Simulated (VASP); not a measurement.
# Zn6InO8 (a cell with a defect) in VASP: single point with PBE

Aim: the single point of Zn6InO8 (a cell with a defect) with PBE.

Program: VASP 6.6.1. These are calculated values, not measurements. Logs are shortened: lines on timing, memory, paths and dates and some standing lists are left out, and cuts for length are marked.

### Step 1. The cell of the first run

The cell holds a defect, 15 atoms: a = 6.410 Å, b = 5.551 Å, c = 5.122 Å, α = 90.00°, β = 90.00°, γ = 90.00°.

### Step 2. Single point, PBE, collinear spin, ferromagnetic start

Contents of INCAR:

```
SYSTEM = Zn6InO8
PREC = Accurate
ENCUT = 520
EDIFF = 1E-6
ISMEAR = 0
SIGMA = 0.05
LREAL = Auto
LASPH = .True.
NELM = 150
ALGO = Normal
ISIF = 2
LWAVE = .False.
LCHARG = .False.
ISPIN = 2
MAGMOM = 0 0 0 0 0 0 0 0 0 0 0 0 0 0 1
LORBIT = 11
GGA = PE
NBANDS = 84
```

Contents of KPOINTS:

```
Automatic mesh
0
Gamma
  2 2 2
  0 0 0
```

Contents of POSCAR:

```
Zn6InO8
1.0
   -3.2049000000     -5.5510500000      0.0000000000
    4.8073500000     -2.7755250000      0.0000000000
    0.0000000000      0.0000000000      5.1216000000
Zn O In
6 8 1
Direct
    0.5018535112      0.6823502365      0.4987820008
    0.2454990560      0.8240284976      0.0085786400
    0.2298860095      0.1721842399      0.5009842986
    0.0006944727      0.3257618302      0.0058437199
   -0.0153960599      0.6656936951      0.4957347375
    0.7642445651      0.8418057813      0.0009516207
    0.4804150608      0.3451894725      0.4073277201
    0.5042613035      0.6765630842      0.8849877175
    0.2414454191      0.8373709864      0.3897053425
    0.2523120023      0.1570099011      0.8849005279
   -0.0051950258      0.3418198568      0.3759203131
    0.0038755852      0.6570530953      0.8764375467
    0.7462375776      0.8313800441      0.3717500924
    0.7736933031      0.1546852241      0.8514818675
    0.5261727595      0.3204370947      0.0130138549
```

Potentials or basis: VASP PAW PBE potentials, release 64 (Zn, O, In_d).

Run with:

```console
$ cat potpaw_PBE.64/Zn/POTCAR potpaw_PBE.64/O/POTCAR potpaw_PBE.64/In_d/POTCAR > POTCAR
$ mpirun -np 1 vasp_std > vasp.out
```

OUTCAR:

```text
SYSTEM = Zn6InO8
   PREC = Accurate
   ENCUT = 520
   EDIFF = 1E-6
   ISMEAR = 0
   LREAL = Auto
   LASPH = .True.
   NELM = 150
   ISIF = 2
   ISPIN = 2
   LORBIT = 11
   GGA = PE

 ion  position               nearest neighbor table
   1  0.502  0.682  0.499-  13 1.89   7 1.93   9 1.96   8 1.98  15 3.20  15 3.32
   2  0.245  0.824  0.009-  12 1.93   9 1.95  10 1.95   8 1.95  15 3.29  15 3.32
   3  0.230  0.172  0.501-  11 1.89   7 1.93   9 1.95  10 1.97  15 3.24  15 3.34
   4  0.001  0.326  0.006-  11 1.90  14 1.91  12 1.95  10 1.97  15 3.04  15 3.37
   5  0.985  0.666  0.496-  13 1.89  11 1.90  12 1.95   9 1.98
   6  0.764  0.842  0.001-  14 1.90  13 1.90  12 1.95   8 1.99  15 3.06  15 3.27
   7  0.480  0.345  0.407-   3 1.93   1 1.93  15 2.05
   8  0.504  0.677  0.885-   2 1.95   1 1.98   6 1.99  15 2.09
   9  0.241  0.837  0.390-   3 1.95   2 1.95   1 1.96   5 1.98
  10  0.252  0.157  0.885-   2 1.95   4 1.97   3 1.97  15 2.08
  11  0.995  0.342  0.376-   3 1.89   4 1.90   5 1.90
  12  0.004  0.657  0.876-   2 1.93   6 1.95   5 1.95   4 1.95
  13  0.746  0.831  0.372-   1 1.89   5 1.89   6 1.90
  14  0.774  0.155  0.851-   6 1.90   4 1.91  15 2.01
  15  0.526  0.320  0.013-  14 2.01   7 2.05  10 2.08   8 2.09   4 3.04   6 3.06   1 3.20   3 3.24
                             6 3.27   2 3.29   1 3.32   2 3.32   3 3.34   4 3.37

  LATTYP: Found a simple orthorhombic cell.
 ALAT       =     5.1216000000
 B/A-ratio  =     1.0838506960
 C/A-ratio  =     1.2515230236

  Lattice vectors:

 A1 = (   0.0000000000,   0.0000000000,  -5.1216000000)
 A2 = (   4.8073500000,  -2.7755250000,   0.0000000000)
 A3 = (  -3.2049000000,  -5.5510500000,   0.0000000000)

Analysis of symmetry for initial positions (statically):
=====================================================================
 Subroutine PRICEL returns:
 Original cell was already a primitive cell.

 Routine SETGRP: Setting up the symmetry group for a
 simple orthorhombic supercell.

 Subroutine GETGRP returns: Found  1 space group operations
 (whereof  1 operations were pure point group operations)
 out of a pool of  8 trial point group operations.

The static configuration has the point symmetry C_1 .

Analysis of symmetry for dynamics (positions and initial velocities):
=====================================================================
 Subroutine PRICEL returns:
 Original cell was already a primitive cell.

 Routine SETGRP: Setting up the symmetry group for a
[... 841 lines left out ...]
  band No.  band energies     occupation
      1     -16.5816      1.00000
      2     -16.1593      1.00000
      3     -15.9427      1.00000
      4     -15.7994      1.00000
      5     -15.6506      1.00000
      6     -15.3941      1.00000
[... 637 lines left out ...]
     77      10.8771      0.00000
     78      11.0167      0.00000
 [bands above 78 left out]

------------------------ aborting loop because EDIFF is reached ----------------------------------------

  FORCE on cell =-STRESS in cart. coord.  units (eV):
  Direction    XX          YY          ZZ          XY          YZ          ZX
  --------------------------------------------------------------------------------------
  -------------------------------------------------------------------------------------
  Total       14.5634741     14.0581344     13.1401794      0.2893360      0.2723884      0.2386758
  in kB      128.0413648    123.5984426    115.5278262      2.5438286      2.3948260      2.0984260
  external PRESSURE =     122.3892112 kB  Pullay stress =       0.0000000 kB

 VOLUME and BASIS-vectors are now :
 -----------------------------------------------------------------------------
  energy-cutoff  :      520.00
  volume of cell :      182.23
      direct lattice vectors                 reciprocal lattice vectors
    -3.204900000 -5.551050000  0.000000000    -0.078005554 -0.135109574  0.000000000
     4.807350000 -2.775525000  0.000000000     0.156011108 -0.090073049  0.000000000
     0.000000000  0.000000000  5.121600000     0.000000000  0.000000000  0.195251484

 POSITION                                       TOTAL-FORCE (eV/Angst)
 -----------------------------------------------------------------------------------
      1.67191     -4.67969      2.55456         0.004049      0.010271      0.011689
      3.17459     -3.64989      0.04394        -0.008214     -0.006382      0.016597
      0.09099     -1.75401      2.56584        -0.015075      0.015645      0.005168
      1.56383     -0.90802      0.02993        -0.002062     -0.024317     -0.004026
      0.04467     -7.31324      2.53896        -0.000323     -0.007118      0.007941
      1.59753     -6.57881      0.00487        -0.013587      0.019274     -0.002905
      0.11976     -3.62489      2.08617        -0.042314     -0.031305      0.016227
      1.63637     -4.67700      4.53255        -0.009976      0.000168      0.000091
      3.25173     -3.66442      1.99591        -0.004817     -0.001144     -0.000351
     -0.05383     -1.83638      4.53211        -0.000559     -0.033664     -0.004012
     -1.54500     -6.47094      1.92531         0.010097      0.070992      0.016218
      3.14626     -1.84518      4.48876        -0.011189      0.002609     -0.012598
      1.60512     -6.44992      1.90396         0.079245     -0.033104      0.005808
     -1.73598     -4.72414      4.36095         0.008770      0.002000     -0.075122
     -0.14588     -3.81019      0.06665         0.005955      0.016074      0.019277
 -----------------------------------------------------------------------------------
    total drift:                               -0.001897      0.012215      0.008327

  FREE ENERGIE OF THE ION-ELECTRON SYSTEM (eV)
  ---------------------------------------------------
  free  energy   TOTEN  =       -67.0159347393 eV

  energy  without entropy=      -67.0037611119  energy(sigma->0) =      -67.00984793

 total charge

# of ion       s       p       d       tot
------------------------------------------
    1        0.480   0.543   9.897  10.921
    2        0.471   0.534   9.912  10.917
    3        0.483   0.549   9.897  10.928
    4        0.488   0.564   9.907  10.959
    5        0.485   0.555   9.890  10.930
    6        0.486   0.557   9.905  10.949
    7        1.564   3.420   0.000   4.984
    8        1.555   3.472   0.000   5.028
    9        1.553   3.465   0.000   5.018
   10        1.554   3.481   0.000   5.036
   11        1.562   3.419   0.000   4.982
   12        1.551   3.480   0.000   5.031
   13        1.560   3.424   0.000   4.984
   14        1.569   3.424   0.000   4.993
   15        0.710   0.745  10.059  11.514
--------------------------------------------------
tot         16.072  31.633  69.467 117.173

 magnetization (x)

# of ion       s       p       d       tot
------------------------------------------
    1       -0.000   0.000   0.000   0.000
    2        0.000  -0.000   0.000  -0.000
    3       -0.000   0.000   0.001   0.001
    4       -0.000  -0.000   0.000   0.000
    5        0.000  -0.000   0.000   0.000
    6        0.000   0.000  -0.000  -0.000
    7        0.000   0.002   0.000   0.002
    8        0.000  -0.000   0.000  -0.000
    9        0.000   0.000   0.000   0.000
   10        0.000   0.000   0.000   0.000
   11        0.000   0.003   0.000   0.003
   12       -0.000  -0.000   0.000  -0.000
   13       -0.000  -0.001   0.000  -0.001
   14       -0.000  -0.000   0.000  -0.000
   15       -0.000  -0.000   0.000  -0.000
--------------------------------------------------
tot         -0.000   0.003   0.001   0.004
```

OSZICAR:

```text
N       E                     dE             d eps       ncg     rms          rms(c)
DAV:   1     0.174794422739E+04    0.17479E+04   -0.60304E+04  2692   0.229E+03
DAV:   2     0.293351347432E+03   -0.14546E+04   -0.13649E+04  2688   0.612E+02
DAV:   3    -0.467892800447E+02   -0.34014E+03   -0.32681E+03  2808   0.250E+02
DAV:   4    -0.793525556216E+02   -0.32563E+02   -0.31914E+02  3176   0.815E+01
[... 13 lines left out ...]
DAV:  18    -0.670159437566E+02   -0.19347E-05   -0.11773E-05  2912   0.222E-02    0.335E-02
DAV:  19    -0.670159362973E+02    0.74593E-05   -0.48896E-06  2736   0.585E-02    0.334E-02
DAV:  20    -0.670159320204E+02    0.42769E-05   -0.15772E-05  3448   0.538E-02    0.299E-02
DAV:  21    -0.670159346905E+02   -0.26701E-05   -0.81816E-06  2872   0.292E-02    0.232E-02
DAV:  22    -0.670159347393E+02   -0.48816E-07   -0.20307E-06  1632   0.159E-02
   1 F= -.67015935E+02 E0= -.67009848E+02  d E =-.121736E-01  mag=     0.0034
```

Wall time 11 min (1 thread of Oxide Virtual Turin-like, shared host); peak memory 0.39 GiB.

Results:

```
Free energy                                           : -67.0159 eV
Pressure                                              : 12.2 GPa
Largest force                                         : 0.086 eV/Å
Net moment                                            : 0.00 μB per cell
Valence electrons inside the program's atomic spheres : Zn 10.92, 10.93, 10.96, 10.95; O 4.98, 5.03, 5.02, 5.04, 4.99; In 11.51
```

Forces on the atoms (eV/Å):
```
Zn   0.004  0.010  0.012
Zn  -0.008 -0.006  0.017
Zn  -0.015  0.016  0.005
Zn  -0.002 -0.024 -0.004
Zn   0.000 -0.007  0.008
Zn  -0.014  0.019 -0.003
O   -0.042 -0.031  0.016
O   -0.010  0.000  0.000
O   -0.005 -0.001  0.000
O   -0.001 -0.034 -0.004
O    0.010  0.071  0.016
O   -0.011  0.003 -0.013
O    0.079 -0.033  0.006
O    0.009  0.002 -0.075
In   0.006  0.016  0.019
```

Caveat: the k points lie up to 0.61 Å⁻¹ apart.
